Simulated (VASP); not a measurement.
# ReAg2Br6 (P1) in VASP: a series of runs

Runs on ReAg2Br6. Level: PBE+U. Tasks: single point.

All numbers are computed with VASP 6.6.1; they aren't measurements. Logs are shortened: lines on timing, memory, paths and dates and some standing lists are left out, and cuts for length are marked.

## (1) The cell of the first run

The typed cell holds 9 atoms: a = 6.859 Å, b = 6.859 Å, c = 7.039 Å, α = 60.84°, β = 119.16°, γ = 120.00°.

## (2) Single point, PBE+U

The input, INCAR:

```
PREC = Accurate
ENCUT = 600
EDIFF = 1E-6
ISMEAR = 0
SIGMA = 0.2243
LREAL = F
LASPH = T
NELM = 200
ALGO = Normal
ISIF = 2
LWAVE = F
LCHARG = T
LMAXMIX = 4
LDAU = T
LDAUTYPE = 2
LDAUL = -1 -1 1
LDAUU = 0 0 1.62
LDAUJ = 0 0 0
LDAUPRINT = 1
GGA = PE
LELF = T
LVHAR = T
NBANDS = 46
NELECT = 70.0
GGA_COMPAT = F
```

The input, KPOINTS:

```
regular mesh
0
Gamma
  3 3 3
```

The input, POSCAR:

```
ReAg2Br6
1.0
    6.8592960000      0.0000000000      0.0000000000
   -3.4296480000      5.9403300000      0.0000000000
   -3.4296480000      1.9801100000      5.8196480000
Re Ag Br
1 2 6
Direct
    0.5000000000      0.5000000000      0.5001000000
    0.7657000000      0.2343000000      0.2970000000
    0.2343000000      0.7657000000      0.7030000000
    0.3721700000      0.2683300000      0.2564100000
    0.7316700000      0.8474300000      0.2564100000
    0.1525700000      0.6278300000      0.2564100000
    0.6278300000      0.7316700000      0.7435900000
    0.2683300000      0.1525700000      0.7435900000
    0.8474300000      0.3721700000      0.7435900000
```

Potentials or basis: VASP PAW PBE potentials, release 64 (Re, Ag, Br).

On the command line:

```sh
$ cat potpaw_PBE.64/Re/POTCAR potpaw_PBE.64/Ag/POTCAR potpaw_PBE.64/Br/POTCAR > POTCAR
$ mpirun -np 1 vasp_std > vasp.out
```

OUTCAR:

```text
PREC = Accurate
   ENCUT = 600
   EDIFF = 1E-6
   ISMEAR = 0
   LREAL = F
   LASPH = T
   NELM = 200
   ISIF = 2
   GGA = PE
   NELECT = 70.0

 ion  position               nearest neighbor table
   1  0.500  0.500  0.500-   7 2.46   8 2.46   9 2.46   6 2.46   5 2.46   4 2.46
   2  0.766  0.234  0.297-   5 2.69   6 2.69   4 2.69
   3  0.234  0.766  0.703-   8 2.69   9 2.69   7 2.69
   4  0.372  0.268  0.256-   1 2.46   2 2.69
   5  0.732  0.847  0.256-   1 2.46   2 2.69
   6  0.153  0.628  0.256-   1 2.46   2 2.69
   7  0.628  0.732  0.744-   1 2.46   3 2.69
   8  0.268  0.153  0.744-   1 2.46   3 2.69
   9  0.847  0.372  0.744-   1 2.46   3 2.69

  LATTYP: Found a trigonal (rhomboedric) cell.
 ALAT       =     7.0392929540
 COS(alpha) =     0.5252426452

  Lattice vectors:

 A1 = (   0.0000000000,  -3.9602200000,   5.8196480000)
 A2 = (   3.4296480000,   1.9801100000,   5.8196480000)
 A3 = (  -3.4296480000,   1.9801100000,   5.8196480000)

Analysis of symmetry for initial positions (statically):
=====================================================================
 Subroutine PRICEL returns:
 Original cell was already a primitive cell.

 Routine SETGRP: Setting up the symmetry group for a
 trigonal (rhombohedral) supercell.

 Subroutine GETGRP returns: Found  1 space group operations
 (whereof  1 operations were pure point group operations)
 out of a pool of 12 trial point group operations.

The static configuration has the point symmetry C_1 .

Analysis of symmetry for dynamics (positions and initial velocities):
=====================================================================
 Subroutine PRICEL returns:
 Original cell was already a primitive cell.

 Routine SETGRP: Setting up the symmetry group for a
 trigonal (rhombohedral) supercell.

 Subroutine GETGRP returns: Found  1 space group operations
 (whereof  1 operations were pure point group operations)
 out of a pool of 12 trial point group operations.

The dynamic configuration has the point symmetry C_1 .

 Subroutine INISYM returns: Found  1 space group operations
 (whereof  1 operations are pure point group operations),
 and found     1 'primitive' translations

----------------------------------------------------------------------------------------

                                     Primitive cell

  volume of cell :     237.1302

  direct lattice vectors                    reciprocal lattice vectors
     6.859296000  0.000000000  0.000000000     0.145787556  0.084170408  0.057277233
    -3.429648000  5.940330000  0.000000000     0.000000000  0.168340816 -0.057277233
    -3.429648000  1.980110000  5.819648000     0.000000000  0.000000000  0.171831698

  length of vectors
     6.859296000  6.859300687  7.039291432     0.177818308  0.177818199  0.171831698

  position of ions in fractional coordinates (direct lattice)
     0.500000000  0.500000000  0.500100000
     0.765700000  0.234300000  0.297000000
     0.234300000  0.765700000  0.703000000
     0.372170000  0.268330000  0.256410000
     0.731670000  0.847430000  0.256410000
     0.152570000  0.627830000  0.256410000
     0.627830000  0.731670000  0.743590000
     0.268330000  0.152570000  0.743590000
     0.847430000  0.372170000  0.743590000

  ion indices of the primitive-cell ions
   primitive index   ion index
                 1           1
                 2           2
                 3           3
                 4           4
                 5           5
                 6           6
                 7           7
                 8           8
                 9           9

----------------------------------------------------------------------------------------

 KPOINTS: regular mesh

Automatic generation of k-mesh.
 Grid dimensions read from file:
 generate k-points for:    3    3    3

 Generating k-lattice:

  Cartesian coordinates                     Fractional coordinates (reciprocal lattice)
     0.048595852  0.028056803  0.019092411     0.333333333  0.000000000 -0.000000000
     0.000000000  0.056113605 -0.019092411     0.000000000  0.333333333  0.000000000
     0.000000000  0.000000000  0.057277233     0.000000000  0.000000000  0.333333333

  Length of vectors
     0.059272769  0.059272733  0.057277233

  Shift w.r.t. Gamma in fractional coordinates (k-lattice)
     0.000000000  0.000000000  0.000000000

 Subroutine IBZKPT returns following result:
 ===========================================

 Found     14 irreducible k-points:

 Following reciprocal coordinates:
            Coordinates               Weight
  0.000000  0.000000  0.000000      1.000000
  0.333333 -0.000000 -0.000000      2.000000
  0.333333 -0.333333 -0.333333      2.000000
  0.000000  0.333333  0.000000      2.000000
  0.333333  0.333333 -0.000000      2.000000
  0.333333  0.333333 -0.333333      2.000000
  0.333333  0.333333  0.333333      2.000000
 -0.333333  0.333333  0.000000      2.000000
 -0.333333  0.000000  0.333333      2.000000
  0.000000 -0.333333 -0.333333      2.000000
  0.000000  0.000000  0.333333      2.000000
  0.333333 -0.000000  0.333333      2.000000
  0.333333 -0.333333  0.333333      2.000000
  0.000000  0.333333 -0.333333      2.000000
   k-points           NKPTS =     14   k-points in BZ     NKDIM =     14   number of bands    NBANDS=     46
   number of dos      NEDOS =    301   number of ions     NIONS =      9
   total plane-waves  NPLWV = 175616
   dimension x,y,z NGX =    56 NGY =   56 NGZ =   56
   dimension x,y,z NGXF=   112 NGYF=  112 NGZF=  112
   ions per type =               1   2   6
   NGX,Y,Z   is equivalent  to a cutoff of  13.57, 13.57, 13.23 a.u.
   NGXF,Y,Z  is equivalent  to a cutoff of  27.14, 27.14, 26.45 a.u.
 SYSTEM =  unknown system
   PREC   = accura    normal or accurate (medium, high low for compatibility)
   ISTART =      0    job   : 0-new  1-cont  2-samecut
   ICHARG =      2    charge: 1-file 2-atom 10-const
   ISPIN  =      1    spin polarized calculation?
   LNONCOLLINEAR =      F non collinear calculations
   LSORBIT =      F    spin-orbit coupling
   LASPH  =      T    aspherical Exc in radial PAW
   ENCUT  =  600.0 eV  44.10 Ry    6.64 a.u.  13.70 13.70 14.06*2*pi/ulx,y,z
   NELM   =    200;   NELMIN=  2; NELMDL= -5     # of ELM steps
   EDIFF  = 0.1E-05   stopping-criterion for ELM
   LREAL  =      F    real-space projection
   EDIFFG = 0.1E-04   stopping-criterion for IOM
   NSW    =      0    number of steps for IOM
   IBRION =     -1    ionic relax: 0-MD 1-quasi-New 2-CG
   NFREE  =      0    steps in history (QN), initial steepest desc. (CG)
   ISIF   =      2    stress and relaxation
   ISYM   =      2    0-nonsym 1-usesym 2-fastsym
   POTIM  = 0.5000    time-step for ionic-motion
   TEBEG  =    0.0;   TEEND  =   0.0 temperature during run
   PSTRESS=    0.0 pullay stress
   NELECT =      70.0000    total number of electrons
   NUPDOWN=      -1.0000    fix difference up-down
   EMIN   =  10.00;   EMAX   =-10.00  energy-range for DOS
   EFERMI =   0.00;   METHOD = LEGACY
   ISMEAR =     0;   SIGMA  =   0.22  broadening in eV -4-tet -1-fermi 0-gaus
   EFERMI_NEDOS =   21; number of points for ismear=-14 and -15
   IALGO  =     38    algorithm
   IMIX   =      4    mixing-type and parameters
     AMIX     =   0.40;   BMIX     =  1.00
     AMIX_MAG =   1.60;   BMIX_MAG =  1.00
  volume/ion in A,a.u.               =      26.35       177.80
  Fermi-wavevector in a.u.,A,eV,Ry     =   1.090047  2.059890 16.166477  1.188203
  Thomas-Fermi vector in A             =   2.226263
   LORBIT       =      0    0 simple, 1 ext, 2 COOP (PROOUT), +10 PAW based schemes
 LDA+U is selected, type is set to LDAUTYPE =  2
   angular momentum for each species LDAUL =    -1   -1    1
   U (eV)           for each species LDAUU =   0.0  0.0  1.6
   J (eV)           for each species LDAUJ =   0.0  0.0  0.0
   GGA     = PE    functional components
   LHFCALC =     F    Hartree Fock is set to
   AEXX    =    0.0000 exact exchange contribution
   IVDW    =     0    specifies the selected vdW correction
   LEPSILON=     F    determine dielectric tensor
   LRPA    =     F    only Hartree local field effects (RPA)
 non-spin polarized calculation
 Gauss-broadening in eV      SIGMA  =   0.22
  energy-cutoff  :      600.00
  volume of cell :      237.13
 maximum number of plane-waves:      7955
   NGX = 27   NGY = 27   NGZ = 29

 number of electron      69.9999998 magnetization

 Free energy of the ion-electron system (eV)
  ---------------------------------------------------
  ext. energy  EPLUGINS =         0.00000000
  ---------------------------------------------------
  free energy    TOTEN  =       -25.04338577 eV

  energy without entropy =      -24.89245608  energy(sigma->0) =      -24.96792092

 E-fermi :   2.2327     XC(G=0):  -9.1125

 val. band max:        2.2050134821   @ k =   0.3333   0.3333  -0.3333
 cond. band min:       2.2414686953   @ k =   0.0000   0.0000   0.0000
 fundamental gap:      0.0364552132
 Fermi energy:         2.2327076725

 k-point     1 :       0.0000    0.0000    0.0000
  band No.  band energies     occupation
      1     -13.2369      2.00000
      2     -12.3434      2.00000
      3     -12.3432      2.00000
      4     -12.3196      2.00000
      5     -12.3192      2.00000
      6     -12.2933      2.00000
[... 38 lines left out ...]
     45       9.9117      0.00000
     46      10.0574      0.00000

 k-point     2 :       0.3333   -0.0000   -0.0000
  band No.  band energies     occupation
      1     -13.1070      2.00000
      2     -12.4730      2.00000
      3     -12.3926      2.00000
      4     -12.3453      2.00000
      5     -12.3047      2.00000
      6     -12.2692      2.00000
[... 38 lines left out ...]
     45       9.1814      0.00000
     46       9.2470      0.00000

 k-point     3 :       0.3333   -0.3333   -0.3333
  band No.  band energies     occupation
      1     -13.1070      2.00000
      2     -12.4729      2.00000
      3     -12.3928      2.00000
      4     -12.3450      2.00000
      5     -12.3046      2.00000
      6     -12.2695      2.00000
[... 38 lines left out ...]
     45       9.1817      0.00000
     46       9.2471      0.00000

 k-point     4 :       0.0000    0.3333    0.0000
  band No.  band energies     occupation
      1     -13.1070      2.00000
      2     -12.4730      2.00000
      3     -12.3928      2.00000
      4     -12.3451      2.00000
      5     -12.3048      2.00000
      6     -12.2692      2.00000
[... 430 lines left out ...]
     45       9.1244      0.00000
     46       9.2297      0.00000

 k-point    13 :       0.3333   -0.3333    0.3333
  band No.  band energies     occupation
      1     -12.9971      2.00000
      2     -12.5153      2.00000
      3     -12.4166      2.00000
      4     -12.3855      2.00000
      5     -12.3229      2.00000
      6     -12.2858      2.00000
[... 38 lines left out ...]
     45       9.1248      0.00000
     46       9.2297      0.00000

 k-point    14 :       0.0000    0.3333   -0.3333
  band No.  band energies     occupation
      1     -12.9971      2.00000
      2     -12.5154      2.00000
      3     -12.4165      2.00000
      4     -12.3854      2.00000
      5     -12.3231      2.00000
      6     -12.2858      2.00000
[... 38 lines left out ...]
     45       9.1250      0.00000
     46       9.2302      0.00000

------------------------ aborting loop because EDIFF is reached ----------------------------------------

  FORCE on cell =-STRESS in cart. coord.  units (eV):
  Direction    XX          YY          ZZ          XY          YZ          ZX
  --------------------------------------------------------------------------------------
  -------------------------------------------------------------------------------------
  Total       -5.6214628     -5.6161707     -4.6609831     -0.0004044     -0.0005441     -0.0004196
  in kB      -37.9815858    -37.9458296    -31.4920748     -0.0027322     -0.0036762     -0.0028348
  external PRESSURE =     -35.8064967 kB  Pullay stress =       0.0000000 kB

 VOLUME and BASIS-vectors are now :
 -----------------------------------------------------------------------------
  energy-cutoff  :      600.00
  volume of cell :      237.13
      direct lattice vectors                 reciprocal lattice vectors
     6.859296000  0.000000000  0.000000000     0.145787556  0.084170408  0.057277233
    -3.429648000  5.940330000  0.000000000     0.000000000  0.168340816 -0.057277233
    -3.429648000  1.980110000  5.819648000     0.000000000  0.000000000  0.171831698

 POSITION                                       TOTAL-FORCE (eV/Angst)
 -----------------------------------------------------------------------------------
     -0.00034      3.96042      2.91041         0.005190     -0.002994     -0.009082
      3.42999      1.97991      1.72844        -0.001367      0.000489     -0.038961
     -3.42999      5.94053      4.09121         0.000654     -0.000679      0.038481
      0.75315      2.10169      1.49222         0.221796     -0.320548     -0.235247
      1.23296      5.54173      1.49222         0.168092      0.352446     -0.236309
     -1.98611      4.23724      1.49222        -0.391111     -0.030585     -0.237281
     -0.75315      5.81875      4.32743        -0.223770      0.326186      0.240241
     -1.23296      2.37871      4.32743        -0.170922     -0.354881      0.239846
      1.98611      3.68320      4.32743         0.391438      0.030567      0.238312
 -----------------------------------------------------------------------------------
    total drift:                               -0.000006      0.000004      0.000001

  FREE ENERGIE OF THE ION-ELECTRON SYSTEM (eV)
  ---------------------------------------------------
  free  energy   TOTEN  =       -25.0433857705 eV

  energy  without entropy=      -24.8924560788  energy(sigma->0) =      -24.96792092
```

Run time: 4.5 min. Hardware: 1 thread of Intel Xeon Platinum 8259CL at 2.50GHz (Skylake/Cascade Lake), shared host; peak memory 0.51 GiB.

What came out:

```yaml
Free_energy: -25.0434 eV
Largest_force: 0.463 eV/Å
```

Forces in eV/Å, atoms in the order of the input:
```
Re   0.005 -0.003 -0.009
Ag  -0.001  0.000 -0.039
Ag   0.001 -0.001  0.038
Br   0.222 -0.321 -0.235
Br   0.168  0.352 -0.236
Br  -0.391 -0.031 -0.237
Br  -0.224  0.326  0.240
Br  -0.171 -0.355  0.240
Br   0.391  0.031  0.238
```

Caveat: the cell carries a net charge on a neutralising background, which shifts energy and pressure; the cell is charged against a uniform background, so pressure and absolute levels hang on convention; spin-orbit coupling is left out, which moves the levels of the heavy elements.

## (3) Single point, PBE+U

The input, INCAR:

```
SYSTEM = ReAg2Br6
PREC = Accurate ; ENCUT = 630
EDIFF = 1E-6 ; ISMEAR = 0
SIGMA = 0.2243 ; LREAL = .False.
LASPH = .True. ; NELM = 200
ALGO = Normal ; ISIF = 2
LWAVE = .False. ; LCHARG = .False.
LMAXMIX = 4 ; LDAU = .True.
LDAUTYPE = 2 ; LDAUL = -1 -1 1
LDAUU = 0 0 1.62 ; LDAUJ = 0 0 0
LDAUPRINT = 1 ; GGA = PE
NBANDS = 58 ; GGA_COMPAT = .False.
```

The input, KPOINTS:

```
regular mesh
0
Gamma
  3 3 3
  0 0 0
```

POSCAR is that of step 2.

Potentials or basis: VASP PAW PBE potentials, release 64 (Re_sv_GW, Ag_sv_GW, Br).

On the command line:

```sh
$ cat potpaw_PBE.64/Re_sv_GW/POTCAR potpaw_PBE.64/Ag_sv_GW/POTCAR potpaw_PBE.64/Br/POTCAR > POTCAR
$ mpirun -np 1 vasp_std > vasp.out
```

Wall time 4.5 min (1 thread of Intel Xeon 6975P-C (Granite Rapids), shared host); peak memory 0.61 GiB.

The run converged. Its results:

| Item | Value |
| --- | --- |
| Free energy | -20.1011 eV |
| Pressure | 2.9 GPa |
| Largest force | 0.624 eV/Å |
| Band gap on the k mesh | zero (an odd number of electrons rules out a gap without spin polarisation) |

Forces in eV/Å, atoms in the order of the input:
```
Re   0.006 -0.004 -0.011
Ag  -0.001  0.000 -0.009
Ag   0.001 -0.001  0.009
Br   0.272 -0.459 -0.306
Br   0.263  0.466 -0.307
Br  -0.537 -0.005 -0.308
Br  -0.275  0.466  0.312
Br  -0.266 -0.469  0.311
Br   0.537  0.005  0.310
```

Stress tensor (GPa, compression positive):
```
2.80 0.00 0.00
0.00 2.81 0.00
0.00 0.00 3.13
```

Levels at points of the mesh, in eV from the Fermi level:
| k point | band 44 | band 45 | band 46 | band 47 | band 48 | band 49 | band 50 | band 51 |
| --- | --- | --- | --- | --- | --- | --- | --- | --- |
| (0.00, 0.00, 0.00) | -1.37 | -1.21 | -1.21 | -0.44 | -0.12 | -0.12 | 1.98 | 2.69 |

Caveat: the k points lie up to 0.37 Å⁻¹ apart, too coarse for converged energies and pressures of a metal; spin-orbit coupling is left out, which moves the levels of the heavy elements; an odd number of electrons without spin polarisation forces a metal; a magnetic or distorted state may lie lower; U without spin polarisation on a metal has little footing.

The gap in the log of VASP goes by the Fermi energy; the results here count the filled bands.